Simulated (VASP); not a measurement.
# AlRu (Pm-3m) in VASP: notebook

AlRu is run at these levels: LDA; tasks: single point.

Program: VASP 6.6.1. These are calculated values, not measurements. Logs are shortened: lines on timing, memory, paths and dates and some standing lists are left out, and cuts for length are marked.

### Step 1. The cell of the first run

It takes space group Pm-3m (No. 221, cubic). Conventional cell: a = 2.931 Å, b = 2.931 Å, c = 2.931 Å, α = 90.00°, β = 90.00°, γ = 90.00°. Al (site symmetry m-3m) has 8 Ru at 2.54 Å and 6 Al at 2.93 Å within 3.3 Å. Ru (site symmetry m-3m) has 8 Al at 2.54 Å and 6 Ru at 2.93 Å within 3.3 Å.

### Step 2. Single point, LDA

File INCAR:

```
SYSTEM = AlRu
  ALGO = Normal
  EDIFF = 1E-7
  ENCUT = 520
  ISIF = 2
  ISMEAR = -1
  LASPH = .True.
  LCHARG = .False.
  LREAL = .False.
  LWAVE = .False.
  NBANDS = 16
  NELM = 60
  PREC = Accurate
  SIGMA = 0.1
```

File KPOINTS:

```
k-points
0
Gamma
  10 10 10
  0 0 0
```

File POSCAR:

```
AlRu
1.0
    2.9305298028      0.0000000000      0.0000000000
    0.0000000000      2.9305298028      0.0000000000
    0.0000000000      0.0000000000      2.9305298028
Al Ru
1 1
Direct
    0.0000000000      0.0000000000      0.0000000000
    0.5000000000      0.5000000000      0.5000000000
```

Potentials or basis: VASP PAW LDA potentials, release 64 (Al, Ru_pv).

Started as:

```bash
cat potpaw_LDA.64/Al/POTCAR potpaw_LDA.64/Ru_pv/POTCAR > POTCAR
mpirun -np 1 vasp_std > vasp.out
```

OUTCAR:

```text
SYSTEM = AlRu
   EDIFF = 1E-7
   ENCUT = 520
   ISIF = 2
   ISMEAR = -1
   LASPH = .True.
   LREAL = .False.
   NELM = 60
   PREC = Accurate

 ion  position               nearest neighbor table
   1  0.000  0.000  0.000-   2 2.54   2 2.54   2 2.54   2 2.54   2 2.54   2 2.54   2 2.54   2 2.54

   2  0.500  0.500  0.500-   1 2.54   1 2.54   1 2.54   1 2.54   1 2.54   1 2.54   1 2.54   1 2.54

  LATTYP: Found a simple cubic cell.
 ALAT       =     2.9305298028

  Lattice vectors:

 A1 = (   2.9305298028,   0.0000000000,   0.0000000000)
 A2 = (   0.0000000000,   2.9305298028,   0.0000000000)
 A3 = (   0.0000000000,   0.0000000000,   2.9305298028)

Analysis of symmetry for initial positions (statically):
=====================================================================
 Subroutine PRICEL returns:
 Original cell was already a primitive cell.

 Routine SETGRP: Setting up the symmetry group for a
 simple cubic supercell.

 Subroutine GETGRP returns: Found 48 space group operations
 (whereof 48 operations were pure point group operations)
 out of a pool of 48 trial point group operations.

The static configuration has the point symmetry O_h .

Analysis of symmetry for dynamics (positions and initial velocities):
=====================================================================
 Subroutine PRICEL returns:
 Original cell was already a primitive cell.

 Routine SETGRP: Setting up the symmetry group for a
 simple cubic supercell.

 Subroutine GETGRP returns: Found 48 space group operations
 (whereof 48 operations were pure point group operations)
 out of a pool of 48 trial point group operations.

The dynamic configuration has the point symmetry O_h .

 Subroutine INISYM returns: Found 48 space group operations
 (whereof 48 operations are pure point group operations),
 and found     1 'primitive' translations

----------------------------------------------------------------------------------------

                                     Primitive cell

  volume of cell :      25.1674

  direct lattice vectors                    reciprocal lattice vectors
     2.930529803  0.000000000  0.000000000     0.341235226  0.000000000  0.000000000
     0.000000000  2.930529803  0.000000000     0.000000000  0.341235226  0.000000000
     0.000000000  0.000000000  2.930529803     0.000000000  0.000000000  0.341235226

  length of vectors
     2.930529803  2.930529803  2.930529803     0.341235226  0.341235226  0.341235226

  position of ions in fractional coordinates (direct lattice)
     0.000000000  0.000000000  0.000000000
     0.500000000  0.500000000  0.500000000

  ion indices of the primitive-cell ions
   primitive index   ion index
                 1           1
                 2           2

----------------------------------------------------------------------------------------

 KPOINTS: k-points

Automatic generation of k-mesh.
 Grid dimensions read from file:
 generate k-points for:   10   10   10

 Generating k-lattice:

  Cartesian coordinates                     Fractional coordinates (reciprocal lattice)
     0.034123523  0.000000000  0.000000000     0.100000000  0.000000000  0.000000000
     0.000000000  0.034123523  0.000000000     0.000000000  0.100000000  0.000000000
     0.000000000  0.000000000  0.034123523     0.000000000  0.000000000  0.100000000

  Length of vectors
     0.034123523  0.034123523  0.034123523

  Shift w.r.t. Gamma in fractional coordinates (k-lattice)
     0.000000000  0.000000000  0.000000000

 Subroutine IBZKPT returns following result:
 ===========================================

 Found     56 irreducible k-points:

 Following reciprocal coordinates:
            Coordinates               Weight
  0.000000  0.000000  0.000000      1.000000
  0.100000  0.000000  0.000000      6.000000
  0.200000  0.000000  0.000000      6.000000
  0.300000  0.000000  0.000000      6.000000
  0.400000  0.000000  0.000000      6.000000
  0.500000  0.000000  0.000000      3.000000
[... 16 lines left out ...]
  0.200000  0.100000  0.100000     24.000000
  0.300000  0.100000  0.100000     24.000000
 [... further k-points ...]
   k-points           NKPTS =     56   k-points in BZ     NKDIM =     56   number of bands    NBANDS=     16
   number of dos      NEDOS =    301   number of ions     NIONS =      2
   total plane-waves  NPLWV =  13824
   dimension x,y,z NGX =    24 NGY =   24 NGZ =   24
   dimension x,y,z NGXF=    48 NGYF=   48 NGZF=   48
   ions per type =               1   1
   NGX,Y,Z   is equivalent  to a cutoff of  13.61, 13.61, 13.61 a.u.
   NGXF,Y,Z  is equivalent  to a cutoff of  27.23, 27.23, 27.23 a.u.
 SYSTEM =  AlRu
   PREC   = accura    normal or accurate (medium, high low for compatibility)
   ISTART =      0    job   : 0-new  1-cont  2-samecut
   ICHARG =      2    charge: 1-file 2-atom 10-const
   ISPIN  =      1    spin polarized calculation?
   LNONCOLLINEAR =      F non collinear calculations
   LSORBIT =      F    spin-orbit coupling
   LASPH  =      T    aspherical Exc in radial PAW
   ENCUT  =  520.0 eV  38.22 Ry    6.18 a.u.   5.45  5.45  5.45*2*pi/ulx,y,z
   NELM   =     60;   NELMIN=  2; NELMDL= -5     # of ELM steps
   EDIFF  = 0.1E-06   stopping-criterion for ELM
   LREAL  =      F    real-space projection
   EDIFFG = 0.1E-05   stopping-criterion for IOM
   NSW    =      0    number of steps for IOM
   IBRION =     -1    ionic relax: 0-MD 1-quasi-New 2-CG
   NFREE  =      0    steps in history (QN), initial steepest desc. (CG)
   ISIF   =      2    stress and relaxation
   ISYM   =      2    0-nonsym 1-usesym 2-fastsym
   POTIM  = 0.5000    time-step for ionic-motion
   TEBEG  =    0.0;   TEEND  =   0.0 temperature during run
   PSTRESS=    0.0 pullay stress
   NELECT =      17.0000    total number of electrons
   NUPDOWN=      -1.0000    fix difference up-down
   EMIN   =  10.00;   EMAX   =-10.00  energy-range for DOS
   EFERMI =   0.00;   METHOD = LEGACY
   ISMEAR =    -1;   SIGMA  =   0.10  broadening in eV -4-tet -1-fermi 0-gaus
   EFERMI_NEDOS =   21; number of points for ismear=-14 and -15
   IALGO  =     38    algorithm
   IMIX   =      4    mixing-type and parameters
     AMIX     =   0.40;   BMIX     =  1.00
     AMIX_MAG =   1.60;   BMIX_MAG =  1.00
  volume/ion in A,a.u.               =      12.58        84.92
  Fermi-wavevector in a.u.,A,eV,Ry     =   1.436410  2.714421 28.072531  2.063273
  Thomas-Fermi vector in A             =   2.555601
   LORBIT       =      0    0 simple, 1 ext, 2 COOP (PROOUT), +10 PAW based schemes
   GGA     = CA    functional components
   LHFCALC =     F    Hartree Fock is set to
   AEXX    =    0.0000 exact exchange contribution
   IVDW    =     0    specifies the selected vdW correction
   LEPSILON=     F    determine dielectric tensor
   LRPA    =     F    only Hartree local field effects (RPA)
 non-spin polarized calculation
  energy-cutoff  :      520.00
  volume of cell :       25.17
 maximum number of plane-waves:       697
 NGX is ok and might be reduce to    24
   NGX = 11   NGY = 11   NGZ = 11

 number of electron      17.0000003 magnetization

 Free energy of the ion-electron system (eV)
  ---------------------------------------------------
  ext. energy  EPLUGINS =         0.00000000
  ---------------------------------------------------
  free energy    TOTEN  =       -16.19584582 eV

  energy without entropy =      -16.14846073  energy(sigma->0) =      -16.17215328

 E-fermi :  11.4547     XC(G=0): -13.1134

 val. band max:       11.4325951495   @ k =   0.5000   0.2000   0.2000
 cond. band min:      11.4615356683   @ k =   0.5000   0.1000   0.1000
 fundamental gap:      0.0289405188
 Fermi energy:        11.4546673739

 k-point     1 :       0.0000    0.0000    0.0000
  band No.  band energies     occupation
      1     -30.1760      2.00000
      2     -30.1760      2.00000
      3     -30.1760      2.00000
      4       1.3921      2.00000
      5       7.4661      2.00000
      6       7.4661      2.00000
[... 8 lines left out ...]
     15      23.0914      0.00000
     16      27.5326      0.00000

 k-point     2 :       0.1000    0.0000    0.0000
  band No.  band energies     occupation
      1     -30.2021      2.00000
      2     -30.1738      2.00000
      3     -30.1738      2.00000
      4       1.5947      2.00000
      5       7.5382      2.00000
      6       7.5453      2.00000
[... 8 lines left out ...]
     15      23.5027      0.00000
     16      28.1401      0.00000

 k-point     3 :       0.2000    0.0000    0.0000
  band No.  band energies     occupation
      1     -30.2700      2.00000
      2     -30.1681      2.00000
      3     -30.1681      2.00000
      4       2.1816      2.00000
      5       7.6715      2.00000
      6       7.7359      2.00000
[... 8 lines left out ...]
     15      24.4345      0.00000
     16      29.3689      0.00000

 k-point     4 :       0.3000    0.0000    0.0000
  band No.  band energies     occupation
      1     -30.3532      2.00000
      2     -30.1609      2.00000
      3     -30.1609      2.00000
      4       3.0948      2.00000
      5       7.5120      2.00000
      6       8.0013      2.00000
[... 8 lines left out ...]
     15      24.9678      0.00000
     16      27.5621      0.00000

 k-point     5 :       0.4000    0.0000    0.0000
  band No.  band energies     occupation
      1     -30.4197      2.00000
      2     -30.1552      2.00000
      3     -30.1552      2.00000
      4       4.2411      2.00000
      5       6.7747      2.00000
      6       8.2370      2.00000
[... 8 lines left out ...]
     15      25.1540      0.00000
     16      25.8618      0.00000

 k-point     6 :       0.5000    0.0000    0.0000
  band No.  band energies     occupation
      1     -30.4450      2.00000
      2     -30.1530      2.00000
      3     -30.1530      2.00000
      4       5.2632      2.00000
      5       5.8489      2.00000
      6       8.3329      2.00000
[... 8 lines left out ...]
     15      24.8728      0.00000
     16      24.8728      0.00000

 k-point     7 :       0.1000    0.1000    0.0000
  band No.  band energies     occupation
      1     -30.2010      2.00000
      2     -30.1986      2.00000
      3     -30.1716      2.00000
      4       1.7941      2.00000
      5       7.6069      2.00000
      6       7.6335      2.00000
[... 8 lines left out ...]
     15      23.7812      0.00000
     16      28.6432      0.00000

 k-point     8 :       0.2000    0.1000    0.0000
  band No.  band energies     occupation
      1     -30.2675      2.00000
      2     -30.1937      2.00000
      3     -30.1658      2.00000
      4       2.3706      2.00000
      5       7.7406      2.00000
      6       7.8336      2.00000
[... 8 lines left out ...]
     15      24.8709      0.00000
     16      28.6916      0.00000

 k-point     9 :       0.3000    0.1000    0.0000
  band No.  band energies     occupation
      1     -30.3502      2.00000
      2     -30.1862      2.00000
      3     -30.1587      2.00000
      4       3.2649      2.00000
      5       7.5665      2.00000
      6       8.0935      2.00000
[... 8 lines left out ...]
     15      25.7429      0.00000
     16      26.7842      0.00000
[... 172 lines left out ...]
 k-point    19 :       0.4000    0.4000    0.0000
  band No.  band energies     occupation
      1     -30.3900      2.00000
      2     -30.3876      2.00000
      3     -30.1339      2.00000
      4       5.1028      2.00000
      5       7.5053      2.00000
      6       9.6354      2.00000
[... 8 lines left out ...]
     15      24.7046      0.00000
     16      26.9007      0.00000

 k-point    20 :       0.5000    0.4000    0.0000
  band No.  band energies     occupation
      1     -30.4130      2.00000
      2     -30.3855      2.00000
      3     -30.1316      2.00000
      4       5.1002      2.00000
      5       7.7210      2.00000
      6       9.7969      2.00000
[... 8 lines left out ...]
     15      24.9128      0.00000
     16      26.8341      0.00000

 k-point    21 :       0.5000    0.5000    0.0000
  band No.  band energies     occupation
      1     -30.4096      2.00000
      2     -30.4096      2.00000
      3     -30.1293      2.00000
      4       5.0166      2.00000
      5       8.0558      2.00000
      6      10.0391      2.00000
[... 8 lines left out ...]
     15      26.2499      0.00000
     16      26.2499      0.00000

 k-point    22 :       0.1000    0.1000    0.1000
  band No.  band energies     occupation
      1     -30.1998      2.00000
      2     -30.1964      2.00000
      3     -30.1964      2.00000
      4       1.9901      2.00000
      5       7.7017      2.00000
      6       7.7017      2.00000
[... 8 lines left out ...]
     15      23.3724      0.00000
     16      29.0941      0.00000

 k-point    23 :       0.2000    0.1000    0.1000
  band No.  band energies     occupation
      1     -30.2650      2.00000
      2     -30.1924      2.00000
      3     -30.1904      2.00000
      4       2.5558      2.00000
      5       7.8561      2.00000
      6       7.8913      2.00000
[... 8 lines left out ...]
     15      24.8882      0.00000
     16      28.1619      0.00000

 k-point    24 :       0.3000    0.1000    0.1000
  band No.  band energies     occupation
      1     -30.3473      2.00000
      2     -30.1848      2.00000
      3     -30.1831      2.00000
      4       3.4301      2.00000
      5       7.6542      2.00000
      6       8.1577      2.00000
[... 8 lines left out ...]
     15      25.7275      0.00000
     16      26.4959      0.00000

 [... further k-points ...]

------------------------ aborting loop because EDIFF is reached ----------------------------------------

  FORCE on cell =-STRESS in cart. coord.  units (eV):
  Direction    XX          YY          ZZ          XY          YZ          ZX
  --------------------------------------------------------------------------------------
  -------------------------------------------------------------------------------------
  Total        1.0424644      1.0424644      1.0424644      0.0000000      0.0000000      0.0000000
  in kB       66.3641276     66.3641276     66.3641276      0.0000000      0.0000000      0.0000000
  external PRESSURE =      66.3641276 kB  Pullay stress =       0.0000000 kB

 VOLUME and BASIS-vectors are now :
 -----------------------------------------------------------------------------
  energy-cutoff  :      520.00
  volume of cell :       25.17
      direct lattice vectors                 reciprocal lattice vectors
     2.930529803  0.000000000  0.000000000     0.341235226  0.000000000  0.000000000
     0.000000000  2.930529803  0.000000000     0.000000000  0.341235226  0.000000000
     0.000000000  0.000000000  2.930529803     0.000000000  0.000000000  0.341235226

 POSITION                                       TOTAL-FORCE (eV/Angst)
 -----------------------------------------------------------------------------------
      0.00000      0.00000      0.00000         0.000000      0.000000      0.000000
      1.46526      1.46526      1.46526         0.000000      0.000000      0.000000
 -----------------------------------------------------------------------------------
    total drift:                                0.000000     -0.000000     -0.000000

  FREE ENERGIE OF THE ION-ELECTRON SYSTEM (eV)
  ---------------------------------------------------
  free  energy   TOTEN  =       -16.1958458241 eV

  energy  without entropy=      -16.1484607316  energy(sigma->0) =      -16.17215328
```

It took 30 s on 1 thread of AMD EPYC 7R13, shared host; peak memory 0.11 GiB.

Results:

```
Free energy : -16.1958 eV
Pressure    : 6.6 GPa
```

### Step 3. Single point, LDA

This run uses another cell than the first one, of 12.99 Å³/atom, 1.032 times its volume.

File INCAR:

```
SYSTEM = AlRu
PREC = Accurate
ENCUT = 520
EDIFF = 1E-6
ISMEAR = -1
SIGMA = 0.1
LREAL = .FALSE.
LASPH = .TRUE.
NELM = 60
ALGO = Normal
ISIF = 2
LWAVE = .FALSE.
LCHARG = .FALSE.
NBANDS = 16
```

File KPOINTS:

```
Automatic mesh
0
G
  10 10 10
  0 0 0
```

File POSCAR:

```
AlRu
1.0
    2.9613797520      0.0000000000      0.0000000000
    0.0000000000      2.9613797520      0.0000000000
    0.0000000000      0.0000000000      2.9613797520
Al Ru
1 1
Direct
    0.0000000000      0.0000000000      0.0000000000
    0.5000000000      0.5000000000      0.5000000000
```

Potentials or basis: VASP PAW LDA potentials, release 64 (Al, Ru_pv).

Started as:

```bash
cat potpaw_LDA.64/Al/POTCAR potpaw_LDA.64/Ru_pv/POTCAR > POTCAR
mpirun -np 1 vasp_std > vasp.out
```

Wall time 25 s (1 thread of AMD EPYC 7R13, shared host); peak memory 0.11 GiB.

The run converged. Its results:

```
Free energy : -16.2098 eV
Pressure    : -1.0 GPa
```

Levels at points of the mesh, in eV from the Fermi level:
| k point | band 6 | band 7 | band 8 | band 9 | band 10 | band 11 | band 12 | band 13 |
| --- | --- | --- | --- | --- | --- | --- | --- | --- |
| (0.00, 0.00, 0.00) | -3.80 | 0.16 | 0.16 | 0.16 | 6.14 | 6.14 | 6.14 | 11.18 |
| (0.50, 0.00, 0.00) | -2.98 | -1.71 | -1.71 | 0.43 | 2.34 | 7.44 | 11.11 | 11.11 |
| (0.50, 0.50, 0.00) | -1.39 | -1.39 | -1.26 | -1.26 | 1.55 | 5.43 | 6.51 | 10.67 |
| (0.50, 0.50, 0.50) | -4.83 | 1.64 | 1.64 | 2.63 | 4.17 | 4.17 | 4.17 | 8.83 |

### Step 4. Single point, LDA

This run uses another cell than the first one, of 13.39 Å³/atom, 1.064 times its volume.

File INCAR:

```
SYSTEM = AlRu
PREC = Accurate
ENCUT = 520
EDIFF = 1E-6
ISMEAR = -1
SIGMA = 0.1
LREAL = .False.
LASPH = .True.
NELM = 100
ALGO = Normal
ISIF = 2
LWAVE = .False.
LCHARG = .False.
GGA = CA
NBANDS = 16
```

File KPOINTS:

```
Automatic mesh
0
Gamma
  10 10 10
  0 0 0
```

File POSCAR:

```
AlRu
1.0
    2.9916000000      0.0000000000      0.0000000000
    0.0000000000      2.9916000000      0.0000000000
    0.0000000000      0.0000000000      2.9916000000
Al Ru
1 1
Direct
    0.0000000000      0.0000000000      0.0000000000
    0.5000000000      0.5000000000      0.5000000000
```

Started as:

```bash
cat potpaw_LDA.64/Al/POTCAR potpaw_LDA.64/Ru_pv/POTCAR > POTCAR
mpirun -np 1 vasp_std > vasp.out
```

Run time: 25 s. Hardware: 1 thread of AMD EPYC 7R13, shared host; peak memory 0.11 GiB.

The run converged. Its results:

```
Free energy : -16.1885 eV
Pressure    : -7.5 GPa
```

Levels at points of the mesh, in eV from the Fermi level:
```csv
k point,band 5,band 6,band 7,band 8,band 9,band 10,band 11,band 12,band 13,band 14
"(0.00, 0.00, 0.00)",-3.63,-3.63,0.15,0.15,0.15,5.99,5.99,5.99,11.00,11.00
"(0.50, 0.00, 0.00)",-5.50,-2.84,-1.64,-1.64,0.41,2.22,7.47,10.95,10.95,11.64
"(0.50, 0.50, 0.00)",-3.14,-1.37,-1.37,-1.20,-1.20,1.47,5.22,6.19,10.43,11.64
"(0.50, 0.50, 0.50)",-4.66,-4.66,1.56,1.56,2.45,4.09,4.09,4.09,8.54,8.54
```

### Step 5. Summary

```tsv
cell	gap on the mesh (eV)	pressure (GPa)
a = 2.931 Å, 2 atoms	none	6.6
a = 2.961 Å, 2 atoms	none	-1.0
a = 2.992 Å, 2 atoms	none	-7.5
```

Alike in all rows: task single point; level LDA; potentials or basis VASP PAW LDA potentials, release 64 (Al, Ru_pv); no spin polarisation; k mesh 10 × 10 × 10; cutoff (eV) 520; smearing fermi-dirac 0.1 eV.

Total energies depend on the potentials used, so only differences within one code and one set of settings carry meaning.
